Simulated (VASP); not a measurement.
A run of VASP 6.6.1:

The input POSCAR:

```
SiO2
1.0
    4.9831211809      0.0000000000      0.0000000000
    0.0000000000      4.9831211809      0.0000000000
    0.0000000000      0.0000000000      6.9224337766
Si O
4 8
Direct
    0.8020595651      0.8020595651      0.5000000000
    0.6979404349      0.3020595651      0.2500000000
    0.1979404349      0.1979404349      0.0000000000
    0.3020595651      0.6979404349      0.7500000000
    0.2616871071      0.3914946491      0.8189259752
    0.1085053509      0.7616871071      0.5689259752
    0.7383128929      0.6085053509      0.3189259752
    0.8914946491      0.2383128929      0.0689259752
    0.7616871071      0.1085053509      0.4310740248
    0.6085053509      0.7383128929      0.6810740248
    0.2383128929      0.8914946491      0.9310740248
    0.3914946491      0.2616871071      0.1810740248
```

The input INCAR.step1:

```
PREC = Accurate
ENCUT = 520
ISMEAR = -1
SIGMA = 0.02
LREAL = False
LASPH = True
NELM = 60
NBANDS = 44
GGA = PE
ALGO = Normal
EDIFF = 1E-4
LWAVE = True
LCHARG = False
```

File INCAR.step2:

```
PREC = Accurate
ENCUT = 520
EDIFF = 1E-7
ISMEAR = -1
SIGMA = 0.02
LREAL = False
LASPH = True
NELM = 60
ALGO = Normal
ISIF = 2
LWAVE = False
LCHARG = True
METAGGA = R2SCAN
LMIXTAU = True
LELF = True
LVHAR = True
NBANDS = 44
ISTART = 1
```

Contents of KPOINTS:

```
regular mesh
0
Gamma
  6 6 4
```

Potentials or basis: VASP PAW PBE potentials, release 64 (Si, O).

Launch:

```bash
$ cat potpaw_PBE.64/Si/POTCAR potpaw_PBE.64/O/POTCAR > POTCAR
$ cp INCAR.step1 INCAR
$ mpirun -np 1 vasp_std > vasp.out
$ cp INCAR.step2 INCAR
$ mpirun -np 1 vasp_std > vasp.out
```

Hardware: 1 thread of Intel Xeon 8259CL (shared host).

Problem. How long does it take, and how much memory?

Solution. Wall time 22 min on 1 thread of Intel Xeon 8259CL, with other jobs on the host, peak memory 0.4 GiB. Counts: k points 30.
